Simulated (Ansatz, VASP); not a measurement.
CeO2 in VASP and in Ansatz

```xyz
3
Lattice="0.0000 2.7300 2.7300 2.7300 0.0000 2.7300 2.7300 2.7300 0.0000" Properties=species:S:1:pos:R:3 pbc="T T T"
Ce    0.0000    0.0000    0.0000
O     1.3650    1.3650    1.3650
O     4.0950    4.0950    4.0950
```

Alike in both runs: task single point; functional r2SCAN; k mesh 6 × 6 × 6; occupations fermi-dirac, width 0.02 eV; no spin polarisation.

|  | VASP | Ansatz |
| --- | --- | --- |
| version | VASP 6.6.1 | Ansatz 0.2.0 development build |
| potentials or method | VASP PAW PBE potentials, release 64 (Ce, O) | plane waves, PAW datasets (generated soft set 1) |
| plane-wave cutoff (eV) | 520 | 500 |
| valence electrons in the cell | 24 | 24 |

```csv
,VASP,Ansatz,Ansatz less VASP
gap on the k mesh at the Fermi level (eV),2.23,2.24,+0.004
```

VASP's potentials were made for PBE, not for r2SCAN. The functional is the same, so the differences come from potentials, cutoffs and numerics.

Neither program's run includes spin-orbit coupling.
